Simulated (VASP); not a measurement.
# HfB in VASP: further runs

The runs below take HfB through electric field gradients, with PBE.

Program: VASP 6.6.1. These are calculated values, not measurements. Logs are shortened: lines on timing, memory, paths and dates and some standing lists are left out, and cuts for length are marked.

### Step 1. The cell of the first run

The structure is cubic, space group Fm-3m (No. 225). The conventional cell has a = 4.620 Å, b = 4.620 Å, c = 4.620 Å, α = 90.00°, β = 90.00°, γ = 90.00°. Within 3.1 Å of Hf (site symmetry m-3m) lie 6 B at 2.31 Å. Within 3.1 Å of B (site symmetry m-3m) lie 6 Hf at 2.31 Å.

### Step 2. Electric field gradients, PBE

INCAR reads:

```
SYSTEM = HfB
  ALGO = Normal
  EDIFF = 1E-8
  ENCUT = 520
  GGA = PE
  ISIF = 2
  ISMEAR = -1
  LASPH = .TRUE.
  LCHARG = .FALSE.
  LEFG = .TRUE.
  LREAL = .FALSE.
  LWAVE = .FALSE.
  NBANDS = 14
  NELM = 60
  PREC = Accurate
  SIGMA = 0.03
```

KPOINTS reads:

```
k-points
0
G
  12 12 12
  0 0 0
```

POSCAR reads:

```
HfB
1.0
    0.0000000000      2.3100000000      2.3100000000
    2.3100000000      0.0000000000      2.3100000000
    2.3100000000      2.3100000000      0.0000000000
Hf B
1 1
Direct
    0.5000000000      0.5000000000      0.5000000000
    0.0000000000      0.0000000000      0.0000000000
```

Potentials or basis: VASP PAW PBE potentials, release 64 (Hf_pv, B).

On the command line:

```
$ cat potpaw_PBE.64/Hf_pv/POTCAR potpaw_PBE.64/B/POTCAR > POTCAR
$ mpirun -np 1 vasp_std > vasp.out
```

OUTCAR:

```text
SYSTEM = HfB
   EDIFF = 1E-8
   ENCUT = 520
   GGA = PE
   ISIF = 2
   ISMEAR = -1
   LASPH = .TRUE.
   LREAL = .FALSE.
   NELM = 60
   PREC = Accurate

 ion  position               nearest neighbor table
   1  0.500  0.500  0.500-   2 2.31   2 2.31   2 2.31   2 2.31   2 2.31   2 2.31
   2  0.000  0.000  0.000-   1 2.31   1 2.31   1 2.31   1 2.31   1 2.31   1 2.31

  LATTYP: Found a face centered cubic cell.
 ALAT       =     4.6200000000

  Lattice vectors:

 A1 = (   0.0000000000,   2.3100000000,   2.3100000000)
 A2 = (   2.3100000000,   0.0000000000,   2.3100000000)
 A3 = (   2.3100000000,   2.3100000000,   0.0000000000)

Analysis of symmetry for initial positions (statically):
=====================================================================
 Subroutine PRICEL returns:
 Original cell was already a primitive cell.

 Routine SETGRP: Setting up the symmetry group for a
 face centered cubic supercell.

 Subroutine GETGRP returns: Found 48 space group operations
 (whereof 48 operations were pure point group operations)
 out of a pool of 48 trial point group operations.

The static configuration has the point symmetry O_h .

Analysis of symmetry for dynamics (positions and initial velocities):
=====================================================================
 Subroutine PRICEL returns:
 Original cell was already a primitive cell.

 Routine SETGRP: Setting up the symmetry group for a
 face centered cubic supercell.

 Subroutine GETGRP returns: Found 48 space group operations
 (whereof 48 operations were pure point group operations)
 out of a pool of 48 trial point group operations.

The dynamic configuration has the point symmetry O_h .

 Subroutine INISYM returns: Found 48 space group operations
 (whereof 48 operations are pure point group operations),
 and found     1 'primitive' translations

----------------------------------------------------------------------------------------

                                     Primitive cell

  volume of cell :      24.6528

  direct lattice vectors                    reciprocal lattice vectors
     0.000000000  2.310000000  2.310000000    -0.216450216  0.216450216  0.216450216
     2.310000000  0.000000000  2.310000000     0.216450216 -0.216450216  0.216450216
     2.310000000  2.310000000  0.000000000     0.216450216  0.216450216 -0.216450216

  length of vectors
     3.266833329  3.266833329  3.266833329     0.374902772  0.374902772  0.374902772

  position of ions in fractional coordinates (direct lattice)
     0.500000000  0.500000000  0.500000000
     0.000000000  0.000000000  0.000000000

  ion indices of the primitive-cell ions
   primitive index   ion index
                 1           1
                 2           2

----------------------------------------------------------------------------------------

 KPOINTS: k-points

Automatic generation of k-mesh.
 Grid dimensions read from file:
 generate k-points for:   12   12   12

 Generating k-lattice:

  Cartesian coordinates                     Fractional coordinates (reciprocal lattice)
    -0.018037518  0.018037518  0.018037518     0.083333333  0.000000000  0.000000000
     0.018037518 -0.018037518  0.018037518     0.000000000  0.083333333  0.000000000
     0.018037518  0.018037518 -0.018037518     0.000000000  0.000000000  0.083333333

  Length of vectors
     0.031241898  0.031241898  0.031241898

  Shift w.r.t. Gamma in fractional coordinates (k-lattice)
     0.000000000  0.000000000  0.000000000

 Subroutine IBZKPT returns following result:
 ===========================================

 Found     72 irreducible k-points:

 Following reciprocal coordinates:
            Coordinates               Weight
  0.000000  0.000000  0.000000      1.000000
  0.083333  0.000000  0.000000      8.000000
  0.166667  0.000000  0.000000      8.000000
  0.250000  0.000000  0.000000      8.000000
  0.333333  0.000000  0.000000      8.000000
  0.416667  0.000000  0.000000      8.000000
[... 16 lines left out ...]
  0.500000  0.166667  0.000000     24.000000
 -0.416667  0.166667  0.000000     24.000000
 [... further k-points ...]
   k-points           NKPTS =     72   k-points in BZ     NKDIM =     72   number of bands    NBANDS=     14
   number of dos      NEDOS =    301   number of ions     NIONS =      2
   total plane-waves  NPLWV =  13824
   dimension x,y,z NGX =    24 NGY =   24 NGZ =   24
   dimension x,y,z NGXF=    48 NGYF=   48 NGZF=   48
   ions per type =               1   1
   NGX,Y,Z   is equivalent  to a cutoff of  12.21, 12.21, 12.21 a.u.
   NGXF,Y,Z  is equivalent  to a cutoff of  24.43, 24.43, 24.43 a.u.
 SYSTEM =  HfB
   PREC   = accura    normal or accurate (medium, high low for compatibility)
   ISTART =      0    job   : 0-new  1-cont  2-samecut
   ICHARG =      2    charge: 1-file 2-atom 10-const
   ISPIN  =      1    spin polarized calculation?
   LNONCOLLINEAR =      F non collinear calculations
   LSORBIT =      F    spin-orbit coupling
   LASPH  =      T    aspherical Exc in radial PAW
   ENCUT  =  520.0 eV  38.22 Ry    6.18 a.u.   6.07  6.07  6.07*2*pi/ulx,y,z
   NELM   =     60;   NELMIN=  2; NELMDL= -5     # of ELM steps
   EDIFF  = 0.1E-07   stopping-criterion for ELM
   LREAL  =      F    real-space projection
   EDIFFG = 0.1E-06   stopping-criterion for IOM
   NSW    =      0    number of steps for IOM
   IBRION =     -1    ionic relax: 0-MD 1-quasi-New 2-CG
   NFREE  =      0    steps in history (QN), initial steepest desc. (CG)
   ISIF   =      2    stress and relaxation
   ISYM   =      2    0-nonsym 1-usesym 2-fastsym
   POTIM  = 0.5000    time-step for ionic-motion
   TEBEG  =    0.0;   TEEND  =   0.0 temperature during run
   PSTRESS=    0.0 pullay stress
   NELECT =      13.0000    total number of electrons
   NUPDOWN=      -1.0000    fix difference up-down
   EMIN   =  10.00;   EMAX   =-10.00  energy-range for DOS
   EFERMI =   0.00;   METHOD = LEGACY
   ISMEAR =    -1;   SIGMA  =   0.03  broadening in eV -4-tet -1-fermi 0-gaus
   EFERMI_NEDOS =   21; number of points for ismear=-14 and -15
   IALGO  =     38    algorithm
   IMIX   =      4    mixing-type and parameters
     AMIX     =   0.40;   BMIX     =  1.00
     AMIX_MAG =   1.60;   BMIX_MAG =  1.00
  volume/ion in A,a.u.               =      12.33        83.18
  Fermi-wavevector in a.u.,A,eV,Ry     =   1.322617  2.499383 23.800871  1.749315
  Thomas-Fermi vector in A             =   2.452285
   LORBIT       =      0    0 simple, 1 ext, 2 COOP (PROOUT), +10 PAW based schemes
   GGA     = PE    functional components
   LHFCALC =     F    Hartree Fock is set to
   AEXX    =    0.0000 exact exchange contribution
   IVDW    =     0    specifies the selected vdW correction
   LEPSILON=     F    determine dielectric tensor
   LRPA    =     F    only Hartree local field effects (RPA)
 non-spin polarized calculation
  energy-cutoff  :      520.00
  volume of cell :       24.65
 maximum number of plane-waves:       684
   NGX = 13   NGY = 13   NGZ = 13

 number of electron      13.0000002 magnetization

 Free energy of the ion-electron system (eV)
  ---------------------------------------------------
  ext. energy  EPLUGINS =         0.00000000
  ---------------------------------------------------
  free energy    TOTEN  =       -17.15800161 eV

  energy without entropy =      -17.15604240  energy(sigma->0) =      -17.15702201

 E-fermi :   5.1336     XC(G=0): -12.3029

 val. band max:        5.1064666369   @ k =   0.2500   0.0833   0.0000
 cond. band min:       5.1368383425   @ k =   0.5000   0.2500   0.0000
 fundamental gap:      0.0303717056
 Fermi energy:         5.1335852355

 k-point     1 :       0.0000    0.0000    0.0000
  band No.  band energies     occupation
      1     -23.1735      2.00000
      2     -23.1735      2.00000
      3     -23.1735      2.00000
      4      -4.4461      2.00000
      5       7.3266      0.00000
      6       7.3266      0.00000
      7       7.3266      0.00000
      8       9.0873      0.00000
      9       9.0873      0.00000
     10       9.0873      0.00000
     11       9.3527      0.00000
     12       9.3527      0.00000
     13      16.8018      0.00000
     14      18.1407      0.00000
[... 377 lines left out ...]
      1     -23.8347      2.00000
      2     -23.3895      2.00000
      3     -23.2793      2.00000
      4       0.3734      2.00000
      5       0.9497      2.00000
      6       3.9262      2.00000
      7       4.1244      2.00000
      8      10.8926      0.00000
      9      11.2603      0.00000
     10      12.0987      0.00000
     11      15.9815      0.00000
     12      17.0279      0.00000
     13      18.3690      0.00000
     14      20.3033      0.00000

 [... further k-points ...]

------------------------ aborting loop because EDIFF is reached ----------------------------------------

  FORCE on cell =-STRESS in cart. coord.  units (eV):
  Direction    XX          YY          ZZ          XY          YZ          ZX
  --------------------------------------------------------------------------------------
  -------------------------------------------------------------------------------------
  Total        4.7313839      4.7313839      4.7313839      0.0000000     -0.0000000      0.0000000
  in kB      307.4913034    307.4913034    307.4913034      0.0000000     -0.0000000      0.0000000
  external PRESSURE =     307.4913034 kB  Pullay stress =       0.0000000 kB

 VOLUME and BASIS-vectors are now :
 -----------------------------------------------------------------------------
  energy-cutoff  :      520.00
  volume of cell :       24.65
      direct lattice vectors                 reciprocal lattice vectors
     0.000000000  2.310000000  2.310000000    -0.216450216  0.216450216  0.216450216
     2.310000000  0.000000000  2.310000000     0.216450216 -0.216450216  0.216450216
     2.310000000  2.310000000  0.000000000     0.216450216  0.216450216 -0.216450216

 POSITION                                       TOTAL-FORCE (eV/Angst)
 -----------------------------------------------------------------------------------
      2.31000      2.31000      2.31000        -0.000000      0.000000     -0.000000
      0.00000      0.00000      0.00000         0.000000     -0.000000      0.000000
 -----------------------------------------------------------------------------------
    total drift:                                0.000000     -0.000000      0.000000

  FREE ENERGIE OF THE ION-ELECTRON SYSTEM (eV)
  ---------------------------------------------------
  free  energy   TOTEN  =       -17.1580016146 eV

  energy  without entropy=      -17.1560424019  energy(sigma->0) =      -17.15702201

 Electric field gradients (V/A^2)
---------------------------------------------------------------------
 ion       V_xx      V_yy      V_zz      V_xy      V_xz      V_yz
---------------------------------------------------------------------
   1      -0.000    -0.000     0.000    -0.000    -0.000    -0.000
   2      -0.000    -0.000     0.000     0.000     0.000     0.000
---------------------------------------------------------------------

 Electric field gradients after diagonalization (V/A^2)
 (convention: |V_zz| > |V_xx| > |V_yy|)
----------------------------------------------------------------------
 ion       V_xx      V_yy      V_zz     asymmetry (V_yy - V_xx)/ V_zz
----------------------------------------------------------------------
   1       0.000     0.000    -0.000       0.000
   2      -0.000    -0.000     0.000       0.000
----------------------------------------------------------------------

           NMR quadrupolar parameters

 Cq : quadrupolar parameter    Cq=e*Q*V_zz/h
 eta: asymmetry parameters     (V_yy - V_xx)/ V_zz
 Q  : nuclear electric quadrupole moment in mb (millibarn)
----------------------------------------------------------------------
 ion       Cq(MHz)       eta       Q (mb)
----------------------------------------------------------------------
   1      -0.000       0.000       1.000
   2       0.000       0.000       1.000
----------------------------------------------------------------------
```

Wall time 12 s (1 thread of Intel Xeon Platinum 8488C (Sapphire Rapids), shared host); peak memory 0.15 GiB.

Results:

| Quantity | Value |
| --- | --- |
| Free energy | -17.1580 eV |
| Pressure | 30.7 GPa |

Levels at points of the mesh, in eV from the Fermi level:
```csv
k point,band 3,band 4,band 5,band 6,band 7,band 8,band 9,band 10,band 11,band 12
"(0.00, 0.00, 0.00)",-28.31,-9.58,2.19,2.19,2.19,3.95,3.95,3.95,4.22,4.22
"(0.50, 0.00, 0.00)",-28.38,-5.03,-4.07,-1.38,-1.38,6.53,6.53,7.59,8.45,14.01
"(0.50, 0.50, 0.00)",-28.57,-6.74,-1.11,-0.91,2.37,2.37,6.25,7.91,7.91,9.43
```

Caveat: without QUAD_EFG the Cq values of the log hold for a quadrupole moment of 1 mb, not for the nuclei; spin-orbit coupling is left out, which moves the levels of the heavy elements.

(Part 1 of 2 ends here.)
